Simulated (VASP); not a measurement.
Here is a VASP 6.6.1 calculation.

INCAR

```
ALGO = Normal ; EDIFF = 1E-8
ENCUT = 520 ; GGA = PE
IBRION = 8 ; ISIF = 2
ISMEAR = -1 ; LASPH = True
LCHARG = True ; LREAL = False
LWAVE = False ; NELM = 80
NSW = 1 ; PREC = Accurate
SIGMA = 0.15
```

The input KPOINTS:

```
k-points
0
Gamma
  14 14 14
```

File POSCAR:

```
Ge
1.0
    0.0000000000      2.8818279818      2.8818279818
    2.8818279818      0.0000000000      2.8818279818
    2.8818279818      2.8818279818      0.0000000000
Ge
2
Direct
    0.0000000000      0.0000000000      0.0000000000
    0.2500000000      0.2500000000      0.2500000000
```

Potentials or basis: VASP PAW PBE potentials, release 64 (Ge_d).

Command:

```console
$ cat potpaw_PBE.64/Ge_d/POTCAR > POTCAR
$ mpirun -np 1 vasp_std > vasp.out
```

Question: Predict the highest phonon frequency at Γ.

Answer: 272 cm⁻¹.

Phonon frequencies in cm⁻¹ (negative: imaginary):
```csv
q point,frequencies
"(0.000, 0.000, 0.000)",0 0 0 272 272 272
```
